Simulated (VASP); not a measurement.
Runs of VASP 6.6.1 on ZnSe (Stilleite). It takes space group F-43m (No. 216, cubic). The conventional cell has a = 5.665 Å, b = 5.665 Å, c = 5.665 Å, α = 90.00°, β = 90.00°, γ = 90.00°. Within 3.2 Å of Zn (site symmetry -43m) lie 4 Se at 2.45 Å. Within 3.2 Å of Se (site symmetry -43m) lie 4 Zn at 2.45 Å. 

```tsv
level	k mesh	grid for exact exchange (PRECFOCK)	share of exact exchange	screening parameter	gap on the mesh (eV)	pressure (GPa)
PBE-based global hybrid	4 × 4 × 4	Normal	0.1	-	2.02	2.2
PBE	6 × 6 × 6	-	-	-	(a)	(b)
PBE-based screened hybrid	4 × 4 × 4	Normal	0.4	0.5 1/Å	2.35	(c)
HSE06	4 × 4 × 4	Normal	-	0.2079 1/Å	2.43	1.5
```

Alike in all rows: task single point; potentials or basis VASP PAW PBE potentials, release 64 (Zn, Se); no spin polarisation; cell as given; cutoff (eV) 520; smearing gaussian 0.01 eV.

Q: Fill in the values left out.

A: (a) 1.29; (b) 2.5; (c) 1.8.

Caveats: some runs use coarse meshes; the PAW data sets were made with another functional, which shifts forces and pressure a little (some runs).

A k mesh can miss the band edges, and the runs leave out spin-orbit coupling on Se.
